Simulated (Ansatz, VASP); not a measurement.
Two plane-wave programs on LiBr

```xyz
2
Lattice="0.0000 2.7506 2.7506 2.7506 0.0000 2.7506 2.7506 2.7506 0.0000" Properties=species:S:1:pos:R:3 pbc="T T T"
Li    0.0000    0.0000    0.0000
Br    2.7506    2.7506    2.7506
```

Alike in both runs: task relaxation of cell and atoms; functional r2SCAN; k mesh 9 × 9 × 9; occupations fermi-dirac, width 0.02 eV; no spin polarisation.

```csv
,VASP,Ansatz
version,VASP 6.6.1,Ansatz 0.2.0
potentials or method,"VASP PAW PBE potentials, release 64 (Li_sv, Br)","PAW with Ansatz's default frozen-core files, scalar-relativistic"
plane-wave cutoff (eV),830,500
valence electrons in the cell,10,10
```

|  | VASP | Ansatz | Ansatz less VASP |
| --- | --- | --- | --- |
| relaxed volume (Å³/atom) | 20.33 | 20.56 | +0.237 |
| relaxed cell length with the largest relative difference (Å) | 3.860 | 3.875 | +0.0150 |

VASP's potentials were made for PBE, not for r2SCAN.
